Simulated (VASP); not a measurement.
# GdN (P6_3/mmc) in VASP: single point with PBE

Aim: the single point of GdN with PBE.

Program: VASP 6.6.1. These are calculated values, not measurements. Logs are shortened: lines on timing, memory, paths and dates and some standing lists are left out, and cuts for length are marked.

### 1 The cell of the first run

The structure is hexagonal, space group P6_3/mmc (No. 194). The conventional cell has a = 3.579 Å, b = 3.579 Å, c = 6.260 Å, α = 90.00°, β = 90.00°, γ = 120.00°. Within 3.4 Å of Gd (site symmetry -3m) lie 6 N at 2.59 Å and 2 Gd at 3.13 Å. Within 3.4 Å of N (site symmetry -6m2) lie 6 Gd at 2.59 Å.

### 2 Single point, PBE, collinear spin, ferromagnetic start (17.36 Å³/atom)

Input file INCAR:

```
ALGO = Normal
EDIFF = 1E-7
ENCUT = 520
GGA = PE
ISIF = 2
ISMEAR = 0
ISPIN = 2
LASPH = T
LCHARG = T
LELF = T
LMAXMIX = 6
LORBIT = 11
LREAL = F
LVHAR = T
LWAVE = F
MAGMOM = 7.56 7.56 0 0
NBANDS = 35
NELM = 150
PREC = Accurate
SIGMA = 0.05
```

Input file KPOINTS:

```
k-points
0
Gamma
  10 10 8
```

Input file POSCAR:

```
GdN
1.0
    3.5788669275      0.0000000000      0.0000000000
   -1.7894334637      3.0993896759      0.0000000000
    0.0000000000      0.0000000000      6.2597067264
Gd N
2 2
Direct
    0.0000000000      0.0000000000      0.0000000000
    0.0000000000      0.0000000000      0.5000000000
    0.3333333333      0.6666666667      0.2500000000
    0.6666666667      0.3333333333      0.7500000000
```

Potentials or basis: VASP PAW PBE potentials, release 64 (Gd, N).

Run with:

```sh
> cat potpaw_PBE.64/Gd/POTCAR potpaw_PBE.64/N/POTCAR > POTCAR
> mpirun -np 1 vasp_std > vasp.out
```

OUTCAR:

```text
EDIFF = 1E-7
   ENCUT = 520
   GGA = PE
   ISIF = 2
   ISMEAR = 0
   ISPIN = 2
   LASPH = T
   LORBIT = 11
   LREAL = F
   NELM = 150
   PREC = Accurate

 ion  position               nearest neighbor table
   1  0.000  0.000  0.000-   3 2.59   4 2.59   3 2.59   4 2.59   4 2.59   3 2.59   2 3.13   2 3.13

   2  0.000  0.000  0.500-   3 2.59   4 2.59   3 2.59   4 2.59   4 2.59   3 2.59   1 3.13   1 3.13

   3  0.333  0.667  0.250-   1 2.59   2 2.59   1 2.59   2 2.59   1 2.59   2 2.59
   4  0.667  0.333  0.750-   1 2.59   2 2.59   1 2.59   2 2.59   1 2.59   2 2.59

  LATTYP: Found a hexagonal cell.
 ALAT       =     3.5788669275
 C/A-ratio  =     1.7490750154

  Lattice vectors:

 A1 = (   3.5788669275,   0.0000000000,   0.0000000000)
 A2 = (  -1.7894334637,   3.0993896759,   0.0000000000)
 A3 = (   0.0000000000,   0.0000000000,   6.2597067264)

Analysis of symmetry for initial positions (statically):
=====================================================================
 Subroutine PRICEL returns:
 Original cell was already a primitive cell.

 Routine SETGRP: Setting up the symmetry group for a
 hexagonal supercell.

 Subroutine GETGRP returns: Found 24 space group operations
 (whereof 12 operations were pure point group operations)
 out of a pool of 24 trial point group operations.

The static configuration has the point symmetry D_3d.
 The point group associated with its full space group is D_6h.

Analysis of symmetry for dynamics (positions and initial velocities):
=====================================================================
 Subroutine PRICEL returns:
 Original cell was already a primitive cell.

 Routine SETGRP: Setting up the symmetry group for a
 hexagonal supercell.

 Subroutine GETGRP returns: Found 24 space group operations
 (whereof 12 operations were pure point group operations)
 out of a pool of 24 trial point group operations.

The dynamic configuration has the point symmetry D_3d.
 The point group associated with its full space group is D_6h.

Analysis of structural, dynamic, and magnetic symmetry:
=====================================================================
 Subroutine PRICEL returns:
 Original cell was already a primitive cell.

 Routine SETGRP: Setting up the symmetry group for a
 hexagonal supercell.

 Subroutine GETGRP returns: Found 24 space group operations
 (whereof 12 operations were pure point group operations)
 out of a pool of 24 trial point group operations.

The overall configuration has the point symmetry D_3d.
 The point group associated with its full space group is D_6h.

 Subroutine INISYM returns: Found 24 space group operations
 (whereof 12 operations are pure point group operations),
 and found     1 'primitive' translations

----------------------------------------------------------------------------------------

                                     Primitive cell

  volume of cell :      69.4346

  direct lattice vectors                    reciprocal lattice vectors
     3.578866928  0.000000000  0.000000000     0.279418045  0.161322083  0.000000000
    -1.789433464  3.099389676  0.000000000     0.000000000  0.322644167  0.000000000
     0.000000000  0.000000000  6.259706726     0.000000000  0.000000000  0.159751893

  length of vectors
     3.578866928  3.578866927  6.259706726     0.322644167  0.322644167  0.159751893

  position of ions in fractional coordinates (direct lattice)
     0.000000000  0.000000000  0.000000000
     0.000000000  0.000000000  0.500000000
     0.333333333  0.666666667  0.250000000
     0.666666667  0.333333333  0.750000000

  ion indices of the primitive-cell ions
   primitive index   ion index
                 1           1
                 2           2
                 3           3
                 4           4

----------------------------------------------------------------------------------------

 KPOINTS: k-points

Automatic generation of k-mesh.
 Grid dimensions read from file:
 generate k-points for:   10   10    8

 Generating k-lattice:

  Cartesian coordinates                     Fractional coordinates (reciprocal lattice)
     0.027941804  0.016132208  0.000000000     0.100000000  0.000000000  0.000000000
     0.000000000  0.032264417  0.000000000     0.000000000  0.100000000  0.000000000
     0.000000000  0.000000000  0.019968987     0.000000000  0.000000000  0.125000000

  Length of vectors
     0.032264417  0.032264417  0.019968987

  Shift w.r.t. Gamma in fractional coordinates (k-lattice)
     0.000000000  0.000000000  0.000000000

 Subroutine IBZKPT returns following result:
 ===========================================

 Found     70 irreducible k-points:

 Following reciprocal coordinates:
            Coordinates               Weight
  0.000000  0.000000  0.000000      1.000000
  0.100000 -0.000000  0.000000      6.000000
  0.200000 -0.000000  0.000000      6.000000
  0.300000  0.000000  0.000000      6.000000
  0.400000 -0.000000  0.000000      6.000000
  0.500000  0.000000  0.000000      3.000000
[... 16 lines left out ...]
  0.300000  0.100000  0.125000     24.000000
  0.400000  0.100000  0.125000     24.000000
 [... further k-points ...]
   k-points           NKPTS =     70   k-points in BZ     NKDIM =     70   number of bands    NBANDS=     35
   number of dos      NEDOS =    301   number of ions     NIONS =      4
   total plane-waves  NPLWV =  37632
   dimension x,y,z NGX =    28 NGY =   28 NGZ =   48
   dimension x,y,z NGXF=    56 NGYF=   56 NGZF=   96
   ions per type =               2   2
   NGX,Y,Z   is equivalent  to a cutoff of  13.01, 13.01, 12.75 a.u.
   NGXF,Y,Z  is equivalent  to a cutoff of  26.01, 26.01, 25.50 a.u.
 SYSTEM =  unknown system
   PREC   = accura    normal or accurate (medium, high low for compatibility)
   ISTART =      0    job   : 0-new  1-cont  2-samecut
   ICHARG =      2    charge: 1-file 2-atom 10-const
   ISPIN  =      2    spin polarized calculation?
   LNONCOLLINEAR =      F non collinear calculations
   LSORBIT =      F    spin-orbit coupling
   LASPH  =      T    aspherical Exc in radial PAW
   ENCUT  =  520.0 eV  38.22 Ry    6.18 a.u.   6.65  6.65 11.64*2*pi/ulx,y,z
   NELM   =    150;   NELMIN=  2; NELMDL= -5     # of ELM steps
   EDIFF  = 0.1E-06   stopping-criterion for ELM
   LREAL  =      F    real-space projection
   EDIFFG = 0.1E-05   stopping-criterion for IOM
   NSW    =      0    number of steps for IOM
   IBRION =     -1    ionic relax: 0-MD 1-quasi-New 2-CG
   NFREE  =      0    steps in history (QN), initial steepest desc. (CG)
   ISIF   =      2    stress and relaxation
   ISYM   =      2    0-nonsym 1-usesym 2-fastsym
   POTIM  = 0.5000    time-step for ionic-motion
   TEBEG  =    0.0;   TEEND  =   0.0 temperature during run
   PSTRESS=    0.0 pullay stress
   NELECT =      46.0000    total number of electrons
   NUPDOWN=      -1.0000    fix difference up-down
   EMIN   =  10.00;   EMAX   =-10.00  energy-range for DOS
   EFERMI =   0.00;   METHOD = LEGACY
   ISMEAR =     0;   SIGMA  =   0.05  broadening in eV -4-tet -1-fermi 0-gaus
   EFERMI_NEDOS =   21; number of points for ismear=-14 and -15
   IALGO  =     38    algorithm
   IMIX   =      4    mixing-type and parameters
     AMIX     =   0.40;   BMIX     =  1.00
     AMIX_MAG =   1.60;   BMIX_MAG =  1.00
  volume/ion in A,a.u.               =      17.36       117.14
  Fermi-wavevector in a.u.,A,eV,Ry     =   1.427148  2.696918 27.711667  2.036750
  Thomas-Fermi vector in A             =   2.547348
   LORBIT       =     11    0 simple, 1 ext, 2 COOP (PROOUT), +10 PAW based schemes
   GGA     = PE    functional components
   LHFCALC =     F    Hartree Fock is set to
   AEXX    =    0.0000 exact exchange contribution
   IVDW    =     0    specifies the selected vdW correction
   LEPSILON=     F    determine dielectric tensor
   LRPA    =     F    only Hartree local field effects (RPA)
 spin polarized calculation
 Gauss-broadening in eV      SIGMA  =   0.05
  energy-cutoff  :      520.00
  volume of cell :       69.43
 maximum number of plane-waves:      1919
 NGX is ok and might be reduce to    28
   NGX = 13   NGY = 13   NGZ = 23

 number of electron      46.0000000 magnetization       9.1024448

 number of electron      46.0000001 magnetization      14.0000045

 Free energy of the ion-electron system (eV)
  ---------------------------------------------------
  ext. energy  EPLUGINS =         0.00000000
  ---------------------------------------------------
  free energy    TOTEN  =       -44.90452797 eV

  energy without entropy =      -44.90430945  energy(sigma->0) =      -44.90441871

 E-fermi :   3.3698     XC(G=0): -10.9535

 val. band max:        3.3410917676   @ k =   0.5000   0.0000   0.0000
 cond. band min:       3.3736561998   @ k =   0.0000   0.0000   0.1250
 fundamental gap:      0.0325644322
 Fermi energy:         3.3698458425

 spin component 1

 k-point     1 :       0.0000    0.0000    0.0000
  band No.  band energies     occupation
      1     -41.0927      1.00000
      2     -40.9765      1.00000
      3     -19.2993      1.00000
      4     -18.1742      1.00000
      5     -18.1742      1.00000
      6     -18.0296      1.00000
[... 27 lines left out ...]
     34       6.0691      0.00000
     35       6.3550      0.00000
[... 843 lines left out ...]
      5     -18.5785      1.00000
      6     -18.3587      1.00000
[... 27 lines left out ...]
     34       8.3335      0.00000
     35       8.7962      0.00000

 [... further k-points ...]

 spin component 2

 k-point     1 :       0.0000    0.0000    0.0000
  band No.  band energies     occupation
      1     -37.9865      1.00000
      2     -37.8456      1.00000
      3     -17.3229      1.00000
      4     -15.9516      1.00000
      5     -15.9516      1.00000
      6     -15.7737      1.00000
[... 27 lines left out ...]
     34       6.9186      0.00000
     35       7.2317      0.00000
[... 843 lines left out ...]
      5     -16.4612      1.00000
      6     -16.1884      1.00000
[... 27 lines left out ...]
     34       9.1559      0.00000
     35       9.6642      0.00000

 [... further k-points ...]
[... 5 lines left out ...]
  --------------------------------------------------------------------------------------
  -------------------------------------------------------------------------------------
  Total       -4.5886006     -4.5886006     -4.5742978     -0.0000000     -0.0000000     -0.0000000
  in kB     -105.8802895   -105.8802895   -105.5502584     -0.0000000     -0.0000000     -0.0000000
  external PRESSURE =    -105.7702791 kB  Pullay stress =       0.0000000 kB

 VOLUME and BASIS-vectors are now :
 -----------------------------------------------------------------------------
  energy-cutoff  :      520.00
  volume of cell :       69.43
      direct lattice vectors                 reciprocal lattice vectors
     3.578866928  0.000000000  0.000000000     0.279418045  0.161322083  0.000000000
    -1.789433464  3.099389676  0.000000000     0.000000000  0.322644167  0.000000000
     0.000000000  0.000000000  6.259706726     0.000000000  0.000000000  0.159751893

 POSITION                                       TOTAL-FORCE (eV/Angst)
 -----------------------------------------------------------------------------------
      0.00000      0.00000      0.00000        -0.000000     -0.000000     -0.000000
      0.00000      0.00000      3.12985        -0.000000     -0.000000     -0.000000
     -0.00000      2.06626      1.56493         0.000000      0.000000     -0.000000
      1.78943      1.03313      4.69478        -0.000000      0.000000      0.000000
 -----------------------------------------------------------------------------------
    total drift:                                0.000000     -0.000000      0.000000

  FREE ENERGIE OF THE ION-ELECTRON SYSTEM (eV)
  ---------------------------------------------------
  free  energy   TOTEN  =       -44.9045279729 eV

  energy  without entropy=      -44.9043094534  energy(sigma->0) =      -44.90441871

 total charge

# of ion       s       p       d       f       tot
--------------------------------------------------
    1        2.035   5.638   0.474   7.023  15.171
    2        2.035   5.638   0.474   7.023  15.171
    3        1.245   2.332   0.000   0.000   3.577
    4        1.245   2.332   0.000   0.000   3.577
--------------------------------------------------
tot          6.559  15.941   0.948  14.047  37.495

 magnetization (x)

# of ion       s       p       d       f       tot
--------------------------------------------------
    1       -0.003  -0.078   0.076   6.798   6.793
    2       -0.003  -0.078   0.076   6.798   6.793
    3       -0.004  -0.047   0.000   0.000  -0.051
    4       -0.004  -0.047   0.000   0.000  -0.051
--------------------------------------------------
tot         -0.015  -0.249   0.152  13.595  13.483
```

Wall time 87 min (1 thread of Intel Xeon 8259CL, shared host); peak memory 0.39 GiB.

Results:

- Free energy: -44.9045 eV
- Pressure: -10.6 GPa
- Band gap on the k mesh: zero (filled and empty bands overlap)
- Net moment: 14.00 μB per cell
- Site moments: Gd +6.79; N -0.05 μB
- Valence electrons inside the program's atomic spheres: Gd 15.17; N 3.58

Caveat: the cell stands under tension; spin-orbit coupling is left out, which moves the levels of the heavy elements; semilocal functionals describe open f shells poorly, which spoils levels, moments and volumes. The state reached can hang on the start; a lower one may exist.

The gap in the log of VASP goes by the Fermi energy; the results here count the filled bands.